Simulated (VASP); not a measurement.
# Ti2Al6H in VASP: notebook

The runs below take Ti2Al6H through single point, with PBE+D3(BJ).

All numbers are computed with VASP 6.6.1; they aren't measurements. Logs are shortened: lines on timing, memory, paths and dates and some standing lists are left out, and cuts for length are marked.

## Step 1: The cell of the first run

The cell holds a slab with vacuum, 9 atoms: a = 5.024 Å, b = 5.024 Å, c = 21.219 Å, α = 90.00°, β = 90.00°, γ = 64.55°.

## Step 2: Single point, PBE+D3(BJ)

INCAR

```
SYSTEM = Ti2Al6H
ALGO = Normal
DIPOL = 0.5 0.5 0.308
EDIFF = 1E-6
ENCUT = 520
GGA = PE
IDIPOL = 3
ISIF = 2
ISMEAR = 0
IVDW = 12
LASPH = .True.
LCHARG = .True.
LDIPOL = .True.
LELF = .True.
LREAL = .False.
LVACPOTAV = .True.
LVHAR = .True.
LWAVE = .False.
NBANDS = 32
NELM = 60
PREC = Accurate
SIGMA = 0.1
```

KPOINTS

```
k-points
0
Gamma
  6 6 1
  0 0 0
```

POSCAR

```
Ti2Al6H
1.0
    5.0241861190      0.0000000000      0.0000000000
    2.1588814530      4.5367033218      0.0000000000
    0.0000000000      0.0000000000     21.2187109014
Al Ti H
6 2 1
Direct
    0.5000000000      0.0000000000      0.1885128658
    0.0000000000      0.5000000000      0.1885128658
    0.0000000000      0.0000000000      0.2517328341
    0.0000000000      0.5000000000      0.3193548961
    0.5000000000      0.0000000000      0.3193548961
    0.5000000000      0.5000000000      0.3826203646
    0.5000000000      0.5000000000      0.2517328341
    0.0000000000      0.0000000000      0.3797002555
    0.8333333333      0.8333333333      0.4863024408
```

Potentials or basis: VASP PAW PBE potentials, release 64 (Al, Ti_sv, H).

On the command line:

```sh
$ cat potpaw_PBE.64/Al/POTCAR potpaw_PBE.64/Ti_sv/POTCAR potpaw_PBE.64/H/POTCAR > POTCAR
$ mpirun -np 1 vasp_std > vasp.out
```

OUTCAR:

```text
SYSTEM = Ti2Al6H
   EDIFF = 1E-6
   ENCUT = 520
   GGA = PE
   ISIF = 2
   ISMEAR = 0
   IVDW = 12
   LASPH = .True.
   LREAL = .False.
   NELM = 60
   PREC = Accurate
 IVDW          = 12

 ion  position               nearest neighbor table
   1  0.500  0.000  0.189-   2 2.68   2 2.68   5 2.78   7 2.85   7 2.85   3 2.85   3 2.85
   2  0.000  0.500  0.189-   1 2.68   1 2.68   4 2.78   3 2.85   3 2.85   7 2.85   7 2.85
   3  0.000  0.000  0.252-   7 2.68   7 2.68   8 2.72   2 2.85   2 2.85   1 2.85   1 2.85   4 2.89
                             4 2.89   5 2.89   5 2.89
   4  0.000  0.500  0.319-   5 2.68   5 2.68   2 2.78   8 2.82   8 2.82   6 2.85   6 2.85   3 2.89
                             3 2.89   7 2.89   7 2.89
   5  0.500  0.000  0.319-   4 2.68   4 2.68   1 2.78   8 2.82   8 2.82   6 2.85   6 2.85   7 2.89
                             7 2.89   3 2.89   3 2.89
   6  0.500  0.500  0.383-   8 2.68   8 2.68   7 2.78   5 2.85   5 2.85   4 2.85   4 2.85
   7  0.500  0.500  0.252-   3 2.68   3 2.68   6 2.78   1 2.85   1 2.85   2 2.85   2 2.85   5 2.89
                             5 2.89   4 2.89   4 2.89
   8  0.000  0.000  0.380-   6 2.68   6 2.68   3 2.72   4 2.82   4 2.82   5 2.82   5 2.82
   9  0.833  0.833  0.486-

  LATTYP: Found a base centered orthorhombic cell.
 ALAT       =     5.3657849248
 B/A-ratio  =     1.5833231892
 C/A-ratio  =     3.9544467769

  Lattice vectors:

 A1 = (  -2.1588814530,  -4.5367033218,   0.0000000000)
 A2 = (   5.0241861190,   0.0000000000,   0.0000000000)
 A3 = (   0.0000000000,   0.0000000000,  21.2187109014)

Analysis of symmetry for initial positions (statically):
=====================================================================
 Subroutine PRICEL returns:
 Original cell was already a primitive cell.

 Routine SETGRP: Setting up the symmetry group for a
 base centered orthorhombic supercell.

 Subroutine GETGRP returns: Found  2 space group operations
 (whereof  2 operations were pure point group operations)
 out of a pool of  8 trial point group operations.

The static configuration has the point symmetry C_1h.

Analysis of symmetry for dynamics (positions and initial velocities):
=====================================================================
 Subroutine PRICEL returns:
 Original cell was already a primitive cell.

 Routine SETGRP: Setting up the symmetry group for a
 base centered orthorhombic supercell.

 Subroutine GETGRP returns: Found  2 space group operations
 (whereof  2 operations were pure point group operations)
 out of a pool of  8 trial point group operations.

The dynamic configuration has the point symmetry C_1h.

 Subroutine INISYM returns: Found  2 space group operations
 (whereof  2 operations are pure point group operations),
 and found     1 'primitive' translations

----------------------------------------------------------------------------------------

                                     Primitive cell

  volume of cell :     483.6432

  direct lattice vectors                    reciprocal lattice vectors
     5.024186119  0.000000000  0.000000000     0.199037212 -0.094715858  0.000000000
     2.158881453  4.536703322  0.000000000     0.000000000  0.220424376  0.000000000
     0.000000000  0.000000000 21.218710901     0.000000000  0.000000000  0.047128216

  length of vectors
     5.024186119  5.024186119 21.218710901     0.220424376  0.220424376  0.047128216

  position of ions in fractional coordinates (direct lattice)
     0.500000000  0.000000000  0.188512866
     1.000000000  0.500000000  0.188512866
     0.000000000  0.000000000  0.251732834
     1.000000000  0.500000000  0.319354896
     0.500000000  0.000000000  0.319354896
     0.500000000  0.500000000  0.382620365
     0.500000000  0.500000000  0.251732834
     0.000000000  0.000000000  0.379700255
     0.833333333  0.833333333  0.486302441

  ion indices of the primitive-cell ions
   primitive index   ion index
                 1           1
                 2           2
                 3           3
                 4           4
                 5           5
                 6           6
                 7           7
                 8           8
                 9           9

----------------------------------------------------------------------------------------

 KPOINTS: k-points

Automatic generation of k-mesh.
 Grid dimensions read from file:
 generate k-points for:    6    6    1

 Generating k-lattice:

  Cartesian coordinates                     Fractional coordinates (reciprocal lattice)
     0.033172869 -0.015785976  0.000000000     0.166666667 -0.000000000  0.000000000
     0.000000000  0.036737396  0.000000000     0.000000000  0.166666667  0.000000000
     0.000000000  0.000000000  0.047128216     0.000000000  0.000000000  1.000000000

  Length of vectors
     0.036737396  0.036737396  0.047128216

  Shift w.r.t. Gamma in fractional coordinates (k-lattice)
     0.000000000  0.000000000  0.000000000

 Subroutine IBZKPT returns following result:
 ===========================================

 Found     13 irreducible k-points:

 Following reciprocal coordinates:
            Coordinates               Weight
  0.000000  0.000000  0.000000      1.000000
  0.166667  0.000000  0.000000      4.000000
  0.333333  0.000000  0.000000      4.000000
  0.500000  0.000000  0.000000      2.000000
  0.166667  0.166667  0.000000      2.000000
  0.333333  0.166667  0.000000      4.000000
  0.500000  0.166667  0.000000      4.000000
 -0.333333  0.166667  0.000000      4.000000
 -0.166667  0.166667  0.000000      2.000000
  0.333333  0.333333  0.000000      2.000000
  0.500000  0.333333  0.000000      4.000000
 -0.333333  0.333333  0.000000      2.000000
  0.500000  0.500000  0.000000      1.000000
   k-points           NKPTS =     13   k-points in BZ     NKDIM =     13   number of bands    NBANDS=     32
   number of dos      NEDOS =    301   number of ions     NIONS =      9
   total plane-waves  NPLWV = 256000
   dimension x,y,z NGX =    40 NGY =   40 NGZ =  160
   dimension x,y,z NGXF=    80 NGYF=   80 NGZF=  320
   ions per type =               6   2   1
   NGX,Y,Z   is equivalent  to a cutoff of  13.24, 13.24, 12.54 a.u.
   NGXF,Y,Z  is equivalent  to a cutoff of  26.47, 26.47, 25.07 a.u.
 SYSTEM =  Ti2Al6H
   PREC   = accura    normal or accurate (medium, high low for compatibility)
   ISTART =      0    job   : 0-new  1-cont  2-samecut
   ICHARG =      2    charge: 1-file 2-atom 10-const
   ISPIN  =      1    spin polarized calculation?
   LNONCOLLINEAR =      F non collinear calculations
   LSORBIT =      F    spin-orbit coupling
   LASPH  =      T    aspherical Exc in radial PAW
   ENCUT  =  520.0 eV  38.22 Ry    6.18 a.u.   9.34  9.34 39.45*2*pi/ulx,y,z
   NELM   =     60;   NELMIN=  2; NELMDL= -5     # of ELM steps
   EDIFF  = 0.1E-05   stopping-criterion for ELM
   LREAL  =      F    real-space projection
   EDIFFG = 0.1E-04   stopping-criterion for IOM
   NSW    =      0    number of steps for IOM
   IBRION =     -1    ionic relax: 0-MD 1-quasi-New 2-CG
   NFREE  =      0    steps in history (QN), initial steepest desc. (CG)
   ISIF   =      2    stress and relaxation
   ISYM   =      2    0-nonsym 1-usesym 2-fastsym
   POTIM  = 0.5000    time-step for ionic-motion
   TEBEG  =    0.0;   TEEND  =   0.0 temperature during run
   PSTRESS=    0.0 pullay stress
   NELECT =      43.0000    total number of electrons
   NUPDOWN=      -1.0000    fix difference up-down
   EMIN   =  10.00;   EMAX   =-10.00  energy-range for DOS
   EFERMI =   0.00;   METHOD = LEGACY
   ISMEAR =     0;   SIGMA  =   0.10  broadening in eV -4-tet -1-fermi 0-gaus
   EFERMI_NEDOS =   21; number of points for ismear=-14 and -15
   IALGO  =     38    algorithm
   IMIX   =      4    mixing-type and parameters
     AMIX     =   0.40;   BMIX     =  1.00
     AMIX_MAG =   1.60;   BMIX_MAG =  1.00
  volume/ion in A,a.u.               =      53.74       362.64
  Fermi-wavevector in a.u.,A,eV,Ry     =   0.730672  1.380770  7.263905  0.533882
  Thomas-Fermi vector in A             =   1.822700
   LORBIT       =      0    0 simple, 1 ext, 2 COOP (PROOUT), +10 PAW based schemes
   GGA     = PE    functional components
   LHFCALC =     F    Hartree Fock is set to
   AEXX    =    0.0000 exact exchange contribution
   IVDW    =    12    specifies the selected vdW correction
   LEPSILON=     F    determine dielectric tensor
   LRPA    =     F    only Hartree local field effects (RPA)
 non-spin polarized calculation
 Gauss-broadening in eV      SIGMA  =   0.10
  energy-cutoff  :      520.00
  volume of cell :      483.64
 maximum number of plane-waves:     13072
 NGX is ok and might be reduce to    40
   NGX = 19   NGY = 19   NGZ = 79

 dipolmoment           0.000000      0.000000     -0.045651 electrons x Angstroem

 number of electron      43.0000009 magnetization

 dipolmoment           0.000000      0.000000      0.243455 electrons x Angstroem

 Free energy of the ion-electron system (eV)
  ---------------------------------------------------
  ext. energy  EPLUGINS =         0.00000000
  ---------------------------------------------------
  free energy    TOTEN  =       -37.96664838 eV

  energy without entropy =      -37.94337170  energy(sigma->0) =      -37.95501004

 E-fermi :  -1.5042     XC(G=0):  -3.9869

 val. band max:       -1.5561674484   @ k =   0.5000   0.0000   0.0000
 cond. band min:      -1.4957446080   @ k =  -0.1667   0.1667   0.0000
 fundamental gap:      0.0604228404
 Fermi energy:        -1.5041806818

 k-point     1 :       0.0000    0.0000    0.0000
  band No.  band energies     occupation
      1     -58.4308      2.00000
      2     -58.1462      2.00000
      3     -34.8191      2.00000
      4     -34.6704      2.00000
      5     -34.5999      2.00000
      6     -34.5608      2.00000
[... 24 lines left out ...]
     31       1.2002      0.00000
     32       1.3460      0.00000
[... 389 lines left out ...]
      2     -58.1462      2.00000
      3     -34.8195      2.00000
      4     -34.6708      2.00000
      5     -34.6003      2.00000
      6     -34.5605      2.00000
[... 24 lines left out ...]
     31       1.8223      0.00000
     32       1.9340      0.00000

------------------------ aborting loop because EDIFF is reached ----------------------------------------

 Edisp (eV)   -2.05248

 E8    (eV) :    -0.9738

  FORCE on cell =-STRESS in cart. coord.  units (eV):
  Direction    XX          YY          ZZ          XY          YZ          ZX
  --------------------------------------------------------------------------------------
  -------------------------------------------------------------------------------------
  Total      -5.34551    -3.13955    -4.06652    -2.31781     0.59868     0.94790
  in kB     -17.70819   -10.40048   -13.47128    -7.67826     1.98325     3.14013
  external pressure =      -13.86 kB  Pullay stress =        0.00 kB

 VOLUME and BASIS-vectors are now :
 -----------------------------------------------------------------------------
  energy-cutoff  :      520.00
  volume of cell :      483.64
      direct lattice vectors                 reciprocal lattice vectors
     5.024186119  0.000000000  0.000000000     0.199037212 -0.094715858  0.000000000
     2.158881453  4.536703322  0.000000000     0.000000000  0.220424376  0.000000000
     0.000000000  0.000000000 21.218710901     0.000000000  0.000000000  0.047128216

 POSITION                                       TOTAL-FORCE (eV/Angst)
 -----------------------------------------------------------------------------------
      2.51209      0.00000      4.00000        -0.009273      0.011873      0.483796
      1.07944      2.26835      4.00000         0.006736     -0.013475      0.483796
      0.00000      0.00000      5.34145         0.000003      0.000002     -0.583887
      1.07944      2.26835      6.77630         0.035008      0.044587     -0.093698
      2.51209      0.00000      6.77630         0.055303      0.012453     -0.093698
      3.59153      2.26835      8.11871        -0.042391     -0.026774      0.378095
      3.59153      2.26835      5.34145         0.050797      0.032082     -0.495786
      0.00000      0.00000      8.05675        -0.623928     -0.394062      1.383043
      5.98589      3.78059     10.31871         0.527744      0.333314     -1.461661
 -----------------------------------------------------------------------------------
    total drift:                                0.000073      0.000046     -0.000206

  FREE ENERGIE OF THE ION-ELECTRON SYSTEM (eV)
  ---------------------------------------------------
  free  energy   TOTEN  =       -40.0191329663 eV

  energy  without entropy=      -39.9958562896  energy(sigma->0) =      -40.00749463

 vacuum level on the upper side and lower side of the slab         4.621         2.689
```

Run time: 14 min. Hardware: 1 thread of Intel Xeon 8259CL, shared host; peak memory 0.63 GiB.

What came out:

```yaml
Free_energy: -40.0191 eV
Largest_force: 1.589 eV/Å
Band_gap_on_the_k_mesh: zero (an odd number of electrons rules out a gap without spin polarisation)
Dispersion_energy_per_atom: -0.228 eV
```

Forces on the atoms (eV/Å):
```
Al  -0.009  0.012  0.484
Al   0.007 -0.013  0.484
Al   0.000  0.000 -0.584
Al   0.035  0.045 -0.094
Al   0.055  0.012 -0.094
Al  -0.042 -0.027  0.378
Ti   0.051  0.032 -0.496
Ti  -0.624 -0.394  1.383
H    0.528  0.333 -1.462
```

Levels at points of the mesh, in eV from the Fermi level:
```tsv
k point	band 20	band 21	band 22	band 23	band 24	band 25
(0.00, 0.00, 0.00)	-1.01	-0.46	-0.22	-0.16	0.85	1.01
(0.50, 0.00, 0.00)	-0.33	-0.15	-0.05	0.33	0.79	1.01
(0.50, 0.50, 0.00)	-0.37	0.21	0.39	0.57	0.68	0.77
```

## Step 3: Single point, PBE+D3(BJ)

Edit INCAR of step 2 so:

```diff
@@ -3,3 +3,3 @@
 DIPOL = 0.5 0.5 0.308
-EDIFF = 1E-6
+EDIFF = 1E-7
 ENCUT = 520
@@ -19,3 +19,3 @@
 NBANDS = 32
-NELM = 60
+NELM = 80
 PREC = Accurate
```

KPOINTS is that of step 2.

Edit POSCAR of step 2 so:

```diff
@@ -16,2 +16,2 @@
     0.0000000000      0.0000000000      0.3797002555
-    0.8333333333      0.8333333333      0.4863024408
+    0.8333333333      1.1666666667      0.4863024408
```

Potentials or basis: VASP PAW PBE potentials, release 64 (Al, Ti_sv, H).

On the command line:

```sh
$ cat potpaw_PBE.64/Al/POTCAR potpaw_PBE.64/Ti_sv/POTCAR potpaw_PBE.64/H/POTCAR > POTCAR
$ mpirun -np 1 vasp_std > vasp.out
```

It took 15 min on 1 thread of Intel Xeon 8259CL, shared host; peak memory 0.64 GiB.

It converged, with:

| Quantity | Value |
| --- | --- |
| Free energy | -40.5803 eV |
| Largest force | 1.917 eV/Å |
| Band gap on the k mesh | zero (an odd number of electrons rules out a gap without spin polarisation) |
| Dispersion energy per atom | -0.228 eV |

Forces on the atoms (eV/Å):
```
Al  -0.010  0.013  0.533
Al  -0.007  0.015  0.533
Al   0.021 -0.034 -0.575
Al  -0.018 -0.010 -0.067
Al   0.016  0.012 -0.067
Al   0.158 -0.250  0.415
Ti   0.052 -0.082 -0.499
Ti  -0.254  0.402  1.642
H    0.042 -0.066 -1.916
```

Levels at points of the mesh, in eV from the Fermi level:
| k point | band 19 | band 20 | band 21 | band 22 | band 23 | band 24 |
| --- | --- | --- | --- | --- | --- | --- |
| (0.00, 0.00, 0.00) | -1.06 | -1.00 | -0.43 | -0.39 | -0.13 | 0.77 |
| (0.50, 0.00, 0.00) | -0.61 | -0.21 | -0.16 | 0.06 | 0.37 | 0.83 |
| (0.50, 0.50, 0.00) | -0.50 | -0.33 | 0.28 | 0.46 | 0.59 | 0.63 |

[end of part 1 of 2]
